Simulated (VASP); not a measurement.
Write the native input for VASP 6.6.1 that does the following.

| Item | Value |
| --- | --- |
| Task | single point |
| Functional | PBE |
| Dispersion | D3(BJ) |
| Potentials or basis | VASP PAW PBE potentials, release 64 (Ta_pv, N) |
| Cutoff | 520 eV |
| k mesh | 18 × 18 × 14 |
| Occupations | gaussian, width 0.1 eV |
| Spin | no spin polarisation |
| Dipole correction | no |
| Further INCAR settings | ALGO = Normal; EDIFF = 1e-06; NBANDS = 15 |

The structure of TaN lies in POSCAR:

```
TaN
1.0
    2.9285132345      0.0000000000      0.0000000000
   -1.4642566172      2.5361668564      0.0000000000
    0.0000000000      0.0000000000      2.8807930988
Ta N
1 1
Direct
    0.3333333333      0.6666666667      0.5000000000
    0.0000000000      0.0000000000      0.0000000000
```

The input as run:

INCAR

```
SYSTEM = TaN
PREC = Accurate
ENCUT = 520
EDIFF = 1E-6
ISMEAR = 0
SIGMA = 0.1
LREAL = .False.
LASPH = .True.
NELM = 60
ALGO = Normal
ISIF = 2
LWAVE = .False.
LCHARG = .True.
GGA = PE
IVDW = 12
LELF = .True.
LVHAR = .True.
NBANDS = 15
```

KPOINTS

```
regular mesh
0
Gamma
  18 18 14
  0 0 0
```

Potentials or basis: VASP PAW PBE potentials, release 64 (Ta_pv, N).

Launch:

```console
$ cat potpaw_PBE.64/Ta_pv/POTCAR potpaw_PBE.64/N/POTCAR > POTCAR
$ mpirun -np 1 vasp_std > vasp.out
```

Results of the run:

| Property | Result |
| --- | --- |
| Pressure | 0.7 GPa |
| Band gap on the k mesh | zero (bands 8 and 9 overlap by 0.30 eV) |
| Dispersion energy per atom | -0.469 eV |

Caveat: spin-orbit coupling is left out, which moves the levels of the heavy elements.

It took 50 s on 1 thread of AMD EPYC 9R45 (Zen 5) (shared host), peak memory 0.19 GiB.
